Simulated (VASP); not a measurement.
# Co (Fm-3m) in VASP: a series of runs, part 2 of 2

VASP 6.6.1. The steps go on from the part before.

### 3 Single point, r2SCAN, collinear spin, ferromagnetic start

POSCAR

```
Co
1.0
    0.0000000000      3.5900000000      3.5900000000
    1.7950000000      0.0000000000      1.7950000000
    1.7950000000      1.7950000000      0.0000000000
Co
2
Direct
    0.0000000000      0.0000000000      0.0000000000
    0.5000000000      0.0000000000      0.0000000000
```

INCAR.step1

```
  ALGO = Normal
  EDIFF = 1E-4
  ENCUT = 520
  GGA = PE
  ISMEAR = -1
  ISPIN = 2
  LASPH = T
  LCHARG = F
  LMAXMIX = 4
  LREAL = F
  LWAVE = T
  MAGMOM = 3 3
  NBANDS = 20
  NELM = 150
  PREC = Accurate
  SIGMA = 0.1
```

INCAR.step2

```
  ALGO = Normal
  EDIFF = 1E-6
  ENCUT = 520
  ISIF = 2
  ISMEAR = -1
  ISPIN = 2
  ISTART = 1
  LASPH = T
  LCHARG = T
  LELF = T
  LMAXMIX = 4
  LMIXTAU = T
  LORBIT = 11
  LREAL = F
  LVHAR = T
  LWAVE = F
  MAGMOM = 3 3
  METAGGA = R2SCAN
  NBANDS = 20
  NELM = 150
  PREC = Accurate
  SIGMA = 0.1
```

KPOINTS

```
k-points
0
Gamma
  6 12 12
```

Potentials or basis: VASP PAW PBE potentials, release 64 (Co).

On the command line:

```bash
> cat potpaw_PBE.64/Co/POTCAR > POTCAR
> cp INCAR.step1 INCAR
> mpirun -np 1 vasp_std > vasp.out
> cp INCAR.step2 INCAR
> mpirun -np 1 vasp_std > vasp.out
```

OUTCAR:

```text
EDIFF = 1E-6
   ENCUT = 520
   ISIF = 2
   ISMEAR = -1
   ISPIN = 2
   ISTART = 1
   LASPH = T
   LORBIT = 11
   LREAL = F
   METAGGA = R2SCAN
   NELM = 150
   PREC = Accurate

 ion  position               nearest neighbor table
   1  0.000  0.000  0.000-   2 2.54   2 2.54   2 2.54   2 2.54   2 2.54   2 2.54
   2  0.500  0.000  0.000-   1 2.54   1 2.54   1 2.54   1 2.54   1 2.54   1 2.54

  LATTYP: Found a trigonal (rhomboedric) cell.
 ALAT       =     4.3968340883
 COS(alpha) =     0.8333333333

  Lattice vectors:
[... 1367 lines left out ...]
  external PRESSURE =    -122.3099379 kB  Pullay stress =       0.0000000 kB

 VOLUME and BASIS-vectors are now :
 -----------------------------------------------------------------------------
  energy-cutoff  :      520.00
  volume of cell :       23.13
      direct lattice vectors                 reciprocal lattice vectors
     0.000000000  3.590000000  3.590000000    -0.139275766  0.139275766  0.139275766
     1.795000000  0.000000000  1.795000000     0.278551532 -0.278551532  0.278551532
     1.795000000  1.795000000  0.000000000     0.278551532  0.278551532 -0.278551532

 POSITION                                       TOTAL-FORCE (eV/Angst)
 -----------------------------------------------------------------------------------
      0.00000      0.00000      0.00000         0.000000     -0.000000     -0.000000
      0.00000      1.79500      1.79500        -0.000000      0.000000      0.000000
 -----------------------------------------------------------------------------------
    total drift:                               -0.000000     -0.000000     -0.000000

  FREE ENERGIE OF THE ION-ELECTRON SYSTEM (eV)
  ---------------------------------------------------
  free  energy   TOTEN  =       -26.4332731328 eV

  energy  without entropy=      -26.3877463526  energy(sigma->0) =      -26.41050974

 total charge

# of ion       s       p       d       tot
------------------------------------------
    1        0.484   0.511   7.180   8.175
    2        0.484   0.511   7.180   8.175
--------------------------------------------------
tot          0.968   1.022  14.360  16.350

 magnetization (x)

# of ion       s       p       d       tot
------------------------------------------
    1       -0.002  -0.059   1.955   1.895
    2       -0.002  -0.059   1.955   1.895
--------------------------------------------------
tot         -0.003  -0.118   3.910   3.789
```

It took 2.4 min on 1 thread of Intel Xeon 6975P-C (Granite Rapids), shared host; peak memory 0.2 GiB.

Results:

```
Free energy                                           : -26.4333 eV
Pressure                                              : -12.2 GPa
Net moment                                            : 3.65 μB per cell
Site moments                                          : Co +1.90 μB
Valence electrons inside the program's atomic spheres : Co 8.18
```

Levels at points of the mesh, in eV from the Fermi level:
Spin up:
| k point | band 9 | band 10 | band 11 | band 12 | band 13 | band 14 |
| --- | --- | --- | --- | --- | --- | --- |
| (0.00, 0.00, 0.00) | -2.87 | -1.76 | -1.76 | -0.60 | 5.28 | 21.61 |
| (0.50, 0.00, 0.00) | -2.51 | -2.51 | -2.51 | -2.51 | 14.03 | 14.03 |
| (0.00, 0.50, 0.00) | -1.37 | -1.37 | -0.60 | 2.14 | 5.28 | 8.62 |
| (0.50, 0.50, 0.00) | -1.65 | -1.65 | 1.64 | 1.64 | 8.09 | 8.09 |
Spin down:
```
           k point  band 4  band 5  band 6  band 7  band 8  band 9  band 10  band 11
(0.00, 0.00, 0.00)   -1.41   -1.41   -1.07   -1.00   -1.00    0.98     0.98     1.29
(0.50, 0.00, 0.00)   -2.01   -1.01   -1.01   -1.01   -1.01    0.88     0.88     0.88
(0.00, 0.50, 0.00)   -1.07   -1.00   -1.00    0.90    0.90    1.29     1.29     1.84
(0.50, 0.50, 0.00)   -2.81   -1.46   -1.46   -0.03   -0.03    1.41     1.41     3.05
```

Caveat: the cell stands under tension; the PAW data sets were made with another functional, which shifts forces and pressure a little.

### 4 Single point, r2SCAN, collinear spin

POSCAR is that of step 3.

INCAR.step1

```
PREC     = Accurate       # precision mode
ENCUT    = 520            # plane-wave cutoff, eV
ISMEAR   = -1             # smearing method
SIGMA    = 0.1            # smearing width, eV
LREAL    = F              # projectors in reciprocal space
LASPH    = T              # aspherical terms in the spheres
NELM     = 150            # most SCF steps
ISPIN    = 2              # spin polarisation
MAGMOM   = 0 3            # initial moments
LMAXMIX  = 4              # l up to which the mixer works
NBANDS   = 20             # bands
GGA      = PE             # functional
ALGO     = Normal         # electronic algorithm
EDIFF    = 1E-4           # SCF threshold, eV
LWAVE    = T              # write WAVECAR
LCHARG   = F              # write CHGCAR
```

INCAR.step2

```
PREC     = Accurate       # precision mode
ENCUT    = 520            # plane-wave cutoff, eV
EDIFF    = 1E-7           # SCF threshold, eV
ISMEAR   = -1             # smearing method
SIGMA    = 0.1            # smearing width, eV
LREAL    = F              # projectors in reciprocal space
LASPH    = T              # aspherical terms in the spheres
NELM     = 150            # most SCF steps
ALGO     = Normal         # electronic algorithm
ISIF     = 2              # what is computed and relaxed
LWAVE    = F              # write WAVECAR
LCHARG   = T              # write CHGCAR
ISPIN    = 2              # spin polarisation
MAGMOM   = 0 3            # initial moments
LORBIT   = 11             # projections on sites
LMAXMIX  = 4              # l up to which the mixer works
METAGGA  = R2SCAN         # meta-GGA
LMIXTAU  = T            
LELF     = T              # ELF
LVHAR    = T            
NBANDS   = 20             # bands
ISTART   = 1
```

KPOINTS

```
Automatic mesh
0
Gamma
  6 12 12
```

On the command line:

```bash
> cat potpaw_PBE.64/Co/POTCAR > POTCAR
> cp INCAR.step1 INCAR
> mpirun -np 1 vasp_std > vasp.out
> cp INCAR.step2 INCAR
> mpirun -np 1 vasp_std > vasp.out
```

It took 2.8 min on 1 thread of Intel Xeon 6975P-C (Granite Rapids), shared host; peak memory 0.2 GiB.

Results (log left out):

| Item | Value |
| --- | --- |
| Free energy | -26.4333 eV |
| Pressure | -12.2 GPa |
| Net moment | 3.65 μB per cell |
| Site moments | Co +1.90 μB |
| Valence electrons inside the program's atomic spheres | Co 8.18 |

Levels at points of the mesh, in eV from the Fermi level:
Spin up:
```tsv
k point	band 9	band 10	band 11	band 12	band 13	band 14
(0.00, 0.00, 0.00)	-2.87	-1.76	-1.76	-0.60	5.28	21.61
(0.50, 0.00, 0.00)	-2.51	-2.51	-2.51	-2.51	14.03	14.03
(0.00, 0.50, 0.00)	-1.37	-1.37	-0.60	2.14	5.28	8.62
(0.50, 0.50, 0.00)	-1.65	-1.65	1.64	1.64	8.09	8.09
```
Spin down:
| k point | band 4 | band 5 | band 6 | band 7 | band 8 | band 9 | band 10 | band 11 |
| --- | --- | --- | --- | --- | --- | --- | --- | --- |
| (0.00, 0.00, 0.00) | -1.41 | -1.41 | -1.07 | -1.00 | -1.00 | 0.98 | 0.98 | 1.29 |
| (0.50, 0.00, 0.00) | -2.01 | -1.01 | -1.01 | -1.01 | -1.01 | 0.88 | 0.88 | 0.88 |
| (0.00, 0.50, 0.00) | -1.07 | -1.00 | -1.00 | 0.90 | 0.90 | 1.29 | 1.29 | 1.84 |
| (0.50, 0.50, 0.00) | -2.81 | -1.46 | -1.46 | -0.03 | -0.03 | 1.41 | 1.41 | 3.05 |

Caveat: the cell stands under tension; the PAW data sets were made with another functional, which shifts forces and pressure a little.
